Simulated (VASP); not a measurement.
# Be2C (Fm-3m) in VASP: a series of runs

Be2C is run at these levels: PBE; tasks: single point.

Everything below comes from runs of VASP 6.6.1. Logs are shortened: lines on timing, memory, paths and dates and some standing lists are left out, and cuts for length are marked.

## 1. The cell of the first run

The structure is cubic, space group Fm-3m (No. 225). The conventional cell has a = 4.328 Å, b = 4.328 Å, c = 4.328 Å, α = 90.00°, β = 90.00°, γ = 90.00°. Within 2.5 Å of Be (site symmetry -43m) lie 4 C at 1.87 Å and 6 Be at 2.16 Å. C (site symmetry m-3m) has 8 Be at 1.87 Å within 2.5 Å.

## 2. Single point, PBE

The input, INCAR:

```
PREC     = Accurate       # precision mode
ENCUT    = 600            # plane-wave cutoff, eV
EDIFF    = 1E-6           # SCF threshold, eV
ISMEAR   = 0              # smearing method
SIGMA    = 0.01           # smearing width, eV
LREAL    = F              # projectors in reciprocal space
LASPH    = T              # aspherical terms in the spheres
NELM     = 120            # most SCF steps
ALGO     = Normal         # electronic algorithm
ISIF     = 2              # what is computed and relaxed
LWAVE    = F              # write WAVECAR
LCHARG   = F              # write CHGCAR
GGA      = PE             # functional
NBANDS   = 11             # bands
GGA_COMPAT= F
```

The input, KPOINTS:

```
Automatic mesh
0
Gamma
  6 6 6
```

The input, POSCAR:

```
Be2C
1.0
    0.0000000000      2.1641435595      2.1641435595
    2.1641435595      0.0000000000      2.1641435595
    2.1641435595      2.1641435595      0.0000000000
Be C
2 1
Direct
    0.2499999996      0.2499999996      0.2499999996
    0.7500000004      0.7500000004      0.7500000004
    0.0000000000      0.0000000000      0.0000000000
```

Potentials or basis: VASP PAW PBE potentials, release 64 (Be, C).

Command:

```bash
cat potpaw_PBE.64/Be/POTCAR potpaw_PBE.64/C/POTCAR > POTCAR
mpirun -np 1 vasp_std > vasp.out
```

OUTCAR:

```text
PREC = Accurate
   ENCUT = 600
   EDIFF = 1E-6
   ISMEAR = 0
   LREAL = F
   LASPH = T
   NELM = 120
   ISIF = 2
   GGA = PE

 ion  position               nearest neighbor table
   1  0.250  0.250  0.250-   3 1.87   3 1.87   3 1.87   3 1.87   2 2.16   2 2.16   2 2.16   2 2.16
                             2 2.16   2 2.16
   2  0.750  0.750  0.750-   3 1.87   3 1.87   3 1.87   3 1.87   1 2.16   1 2.16   1 2.16   1 2.16
                             1 2.16   1 2.16
   3  0.000  0.000  0.000-   1 1.87   2 1.87   2 1.87   2 1.87   2 1.87   1 1.87   1 1.87   1 1.87

  LATTYP: Found a face centered cubic cell.
 ALAT       =     4.3282871190

  Lattice vectors:

 A1 = (   0.0000000000,   2.1641435595,   2.1641435595)
 A2 = (   2.1641435595,   0.0000000000,   2.1641435595)
 A3 = (   2.1641435595,   2.1641435595,   0.0000000000)

Analysis of symmetry for initial positions (statically):
=====================================================================
 Subroutine PRICEL returns:
 Original cell was already a primitive cell.

 Routine SETGRP: Setting up the symmetry group for a
 face centered cubic supercell.

 Subroutine GETGRP returns: Found 48 space group operations
 (whereof 48 operations were pure point group operations)
 out of a pool of 48 trial point group operations.

The static configuration has the point symmetry O_h .

Analysis of symmetry for dynamics (positions and initial velocities):
=====================================================================
 Subroutine PRICEL returns:
 Original cell was already a primitive cell.

 Routine SETGRP: Setting up the symmetry group for a
 face centered cubic supercell.

 Subroutine GETGRP returns: Found 48 space group operations
 (whereof 48 operations were pure point group operations)
 out of a pool of 48 trial point group operations.

The dynamic configuration has the point symmetry O_h .

 Subroutine INISYM returns: Found 48 space group operations
 (whereof 48 operations are pure point group operations),
 and found     1 'primitive' translations

----------------------------------------------------------------------------------------

                                     Primitive cell

  volume of cell :      20.2716

  direct lattice vectors                    reciprocal lattice vectors
     0.000000000  2.164143559  2.164143559    -0.231038277  0.231038277  0.231038277
     2.164143559  0.000000000  2.164143559     0.231038277 -0.231038277  0.231038277
     2.164143559  2.164143559  0.000000000     0.231038277  0.231038277 -0.231038277

  length of vectors
     3.060561173  3.060561173  3.060561173     0.400170035  0.400170035  0.400170035

  position of ions in fractional coordinates (direct lattice)
     0.250000000  0.250000000  0.250000000
     0.750000000  0.750000000  0.750000000
     0.000000000  0.000000000  0.000000000

  ion indices of the primitive-cell ions
   primitive index   ion index
                 1           1
                 2           2
                 3           3

----------------------------------------------------------------------------------------

 KPOINTS: Automatic mesh

Automatic generation of k-mesh.
 Grid dimensions read from file:
 generate k-points for:    6    6    6

 Generating k-lattice:

  Cartesian coordinates                     Fractional coordinates (reciprocal lattice)
    -0.038506380  0.038506380  0.038506380     0.166666667  0.000000000  0.000000000
     0.038506380 -0.038506380  0.038506380     0.000000000  0.166666667  0.000000000
     0.038506380  0.038506380 -0.038506380     0.000000000  0.000000000  0.166666667

  Length of vectors
     0.066695006  0.066695006  0.066695006

  Shift w.r.t. Gamma in fractional coordinates (k-lattice)
     0.000000000  0.000000000  0.000000000

 Subroutine IBZKPT returns following result:
 ===========================================

 Found     16 irreducible k-points:

 Following reciprocal coordinates:
            Coordinates               Weight
  0.000000  0.000000  0.000000      1.000000
  0.166667  0.000000  0.000000      8.000000
  0.333333  0.000000  0.000000      8.000000
  0.500000  0.000000  0.000000      4.000000
  0.166667  0.166667  0.000000      6.000000
  0.333333  0.166667  0.000000     24.000000
[... 8 lines left out ...]
 -0.333333  0.333333  0.166667     24.000000
 -0.333333  0.500000  0.166667     12.000000
   k-points           NKPTS =     16   k-points in BZ     NKDIM =     16   number of bands    NBANDS=     11
   number of dos      NEDOS =    301   number of ions     NIONS =      3
   total plane-waves  NPLWV =  13824
   dimension x,y,z NGX =    24 NGY =   24 NGZ =   24
   dimension x,y,z NGXF=    48 NGYF=   48 NGZF=   48
   ions per type =               2   1
   NGX,Y,Z   is equivalent  to a cutoff of  13.04, 13.04, 13.04 a.u.
   NGXF,Y,Z  is equivalent  to a cutoff of  26.07, 26.07, 26.07 a.u.
 SYSTEM =  unknown system
   PREC   = accura    normal or accurate (medium, high low for compatibility)
   ISTART =      0    job   : 0-new  1-cont  2-samecut
   ICHARG =      2    charge: 1-file 2-atom 10-const
   ISPIN  =      1    spin polarized calculation?
   LNONCOLLINEAR =      F non collinear calculations
   LSORBIT =      F    spin-orbit coupling
   LASPH  =      T    aspherical Exc in radial PAW
   ENCUT  =  600.0 eV  44.10 Ry    6.64 a.u.   6.11  6.11  6.11*2*pi/ulx,y,z
   NELM   =    120;   NELMIN=  2; NELMDL= -5     # of ELM steps
   EDIFF  = 0.1E-05   stopping-criterion for ELM
   LREAL  =      F    real-space projection
   EDIFFG = 0.1E-04   stopping-criterion for IOM
   NSW    =      0    number of steps for IOM
   IBRION =     -1    ionic relax: 0-MD 1-quasi-New 2-CG
   NFREE  =      0    steps in history (QN), initial steepest desc. (CG)
   ISIF   =      2    stress and relaxation
   ISYM   =      2    0-nonsym 1-usesym 2-fastsym
   POTIM  = 0.5000    time-step for ionic-motion
   TEBEG  =    0.0;   TEEND  =   0.0 temperature during run
   PSTRESS=    0.0 pullay stress
   NELECT =       8.0000    total number of electrons
   NUPDOWN=      -1.0000    fix difference up-down
   EMIN   =  10.00;   EMAX   =-10.00  energy-range for DOS
   EFERMI =   0.00;   METHOD = LEGACY
   ISMEAR =     0;   SIGMA  =   0.01  broadening in eV -4-tet -1-fermi 0-gaus
   EFERMI_NEDOS =   21; number of points for ismear=-14 and -15
   IALGO  =     38    algorithm
   IMIX   =      4    mixing-type and parameters
     AMIX     =   0.40;   BMIX     =  1.00
     AMIX_MAG =   1.60;   BMIX_MAG =  1.00
  volume/ion in A,a.u.               =       6.76        45.60
  Fermi-wavevector in a.u.,A,eV,Ry     =   1.200813  2.269208 19.618950  1.441952
  Thomas-Fermi vector in A             =   2.336639
   LORBIT       =      0    0 simple, 1 ext, 2 COOP (PROOUT), +10 PAW based schemes
   GGA     = PE    functional components
   LHFCALC =     F    Hartree Fock is set to
   AEXX    =    0.0000 exact exchange contribution
   IVDW    =     0    specifies the selected vdW correction
   LEPSILON=     F    determine dielectric tensor
   LRPA    =     F    only Hartree local field effects (RPA)
 non-spin polarized calculation
 Gauss-broadening in eV      SIGMA  =   0.01
  energy-cutoff  :      600.00
  volume of cell :       20.27
 maximum number of plane-waves:       692
   NGX = 13   NGY = 13   NGZ = 13

 number of electron       8.0000000 magnetization

 Free energy of the ion-electron system (eV)
  ---------------------------------------------------
  ext. energy  EPLUGINS =         0.00000000
  ---------------------------------------------------
  free energy    TOTEN  =       -17.45096127 eV

  energy without entropy =      -17.45096127  energy(sigma->0) =      -17.45096127

 E-fermi :   7.8348     XC(G=0): -11.4403

 val. band max:        7.7384162237   @ k =   0.0000   0.0000   0.0000
 cond. band min:       8.8937298266   @ k =   0.5000   0.5000   0.0000
 fundamental gap:      1.1553136029
 Fermi energy:         7.8347562400

 k-point     1 :       0.0000    0.0000    0.0000
  band No.  band energies     occupation
      1      -7.3075      2.00000
      2       7.7384      2.00000
      3       7.7384      2.00000
      4       7.7384      2.00000
      5      11.8646      0.00000
      6      11.8646      0.00000
      7      11.8646      0.00000
      8      14.4949      0.00000
      9      20.9088      0.00000
     10      20.9088      0.00000
     11      20.9088      0.00000

 k-point     2 :       0.1667    0.0000    0.0000
  band No.  band energies     occupation
      1      -6.8664      2.00000
      2       4.8784      2.00000
      3       7.0461      2.00000
      4       7.0461      2.00000
      5      12.8362      0.00000
      6      12.8362      0.00000
      7      13.3441      0.00000
      8      15.5093      0.00000
      9      19.1103      0.00000
     10      19.1103      0.00000
     11      21.9459      0.00000

 k-point     3 :       0.3333    0.0000    0.0000
  band No.  band energies     occupation
      1      -5.6176      2.00000
      2       1.0962      2.00000
      3       6.2052      2.00000
      4       6.2052      2.00000
      5      13.1128      0.00000
      6      13.1128      0.00000
      7      14.3438      0.00000
      8      17.0124      0.00000
      9      20.0024      0.00000
     10      20.0024      0.00000
     11      23.9437      0.00000
[... 155 lines left out ...]
 k-point    15 :      -0.3333    0.3333    0.1667
  band No.  band energies     occupation
      1      -3.7061      2.00000
      2       0.2138      2.00000
      3       2.7072      2.00000
      4       3.4448      2.00000
      5      13.1161      0.00000
      6      14.9042      0.00000
      7      17.9666      0.00000
      8      18.5843      0.00000
      9      19.5491      0.00000
     10      21.7200      0.00000
     11      25.5688      0.00000

 k-point    16 :      -0.3333    0.5000    0.1667
  band No.  band energies     occupation
      1      -3.4555      2.00000
      2       1.3692      2.00000
      3       1.8072      2.00000
      4       2.3640      2.00000
      5      11.7571      0.00000
      6      15.2892      0.00000
      7      17.7045      0.00000
      8      19.6469      0.00000
      9      21.5377      0.00000
     10      22.8272      0.00000
     11      24.4861      0.00000

------------------------ aborting loop because EDIFF is reached ----------------------------------------

  FORCE on cell =-STRESS in cart. coord.  units (eV):
  Direction    XX          YY          ZZ          XY          YZ          ZX
  --------------------------------------------------------------------------------------
  -------------------------------------------------------------------------------------
  Total        0.0326837      0.0326837      0.0326837     -0.0000000     -0.0000000      0.0000000
  in kB        2.5831752      2.5831752      2.5831752     -0.0000000     -0.0000000      0.0000000
  external PRESSURE =       2.5831752 kB  Pullay stress =       0.0000000 kB

 VOLUME and BASIS-vectors are now :
 -----------------------------------------------------------------------------
  energy-cutoff  :      600.00
  volume of cell :       20.27
      direct lattice vectors                 reciprocal lattice vectors
     0.000000000  2.164143559  2.164143559    -0.231038277  0.231038277  0.231038277
     2.164143559  0.000000000  2.164143559     0.231038277 -0.231038277  0.231038277
     2.164143559  2.164143559  0.000000000     0.231038277  0.231038277 -0.231038277

 POSITION                                       TOTAL-FORCE (eV/Angst)
 -----------------------------------------------------------------------------------
      1.08207      1.08207      1.08207         0.000000      0.000000      0.000000
      3.24622      3.24622      3.24622        -0.000000     -0.000000     -0.000000
      0.00000      0.00000      0.00000         0.000000     -0.000000     -0.000000
 -----------------------------------------------------------------------------------
    total drift:                               -0.000000     -0.000000      0.000000

  FREE ENERGIE OF THE ION-ELECTRON SYSTEM (eV)
  ---------------------------------------------------
  free  energy   TOTEN  =       -17.4509612740 eV

  energy  without entropy=      -17.4509612740  energy(sigma->0) =      -17.45096127
```

Run time: 11 s. Hardware: 1 thread of Intel Xeon 8259CL, shared host; peak memory 0.13 GiB.

Results:

* Free energy: -17.4510 eV
* Pressure: 0.3 GPa
* Band gap on the k mesh: 1.16 eV, indirect (least direct gap 4.13 eV)

## 3. Single point, PBE

The input, INCAR:

```
  PREC = Accurate
  ENCUT = 600
  EDIFF = 1E-6
  ISMEAR = 0
  SIGMA = 0.01
  LREAL = False
  LASPH = True
  NELM = 120
  ALGO = Normal
  ISIF = 2
  LWAVE = False
  LCHARG = False
  GGA = PE
  NBANDS = 11
  GGA_COMPAT = False
```

KPOINTS is that of step 2.

The input, POSCAR:

```
Be2C
1.0
    0.0000000000      2.1650000000      2.1650000000
    2.1650000000      0.0000000000      2.1650000000
    2.1650000000      2.1650000000      0.0000000000
Be C
2 1
Direct
    0.2500000000      0.2500000000      0.2500000000
    0.7500000000      0.7500000000      0.7500000000
    0.0000000000      0.0000000000      0.0000000000
```

Potentials or basis: VASP PAW PBE potentials, release 64 (Be, C).

Command:

```bash
cat potpaw_PBE.64/Be/POTCAR potpaw_PBE.64/C/POTCAR > POTCAR
mpirun -np 1 vasp_std > vasp.out
```

It used 7.4 s of CPU time on 1 thread of Intel Xeon 8259CL, on a shared host.

The run converged. Its results:

```yaml
Free_energy: -17.4511 eV
Pressure: 0.0 GPa
Band_gap_on_the_k_mesh: 1.15 eV, indirect (least direct gap 4.12 eV)
```

Levels at points of the mesh, in eV from the valence-band top:
```csv
k point,band 2,band 3,band 4,band 5,band 6,band 7
"(0.00, 0.00, 0.00)",0.00,0.00,0.00,4.12,4.12,4.12
"(0.50, 0.00, 0.00)",-8.72,-1.83,-1.83,5.00,5.00,7.00
"(0.50, 0.50, 0.00)",-6.77,-4.73,-4.73,1.15,5.72,13.24
```

A k mesh can miss the band edges. As with any semilocal functional, this PBE gap is likely too small.
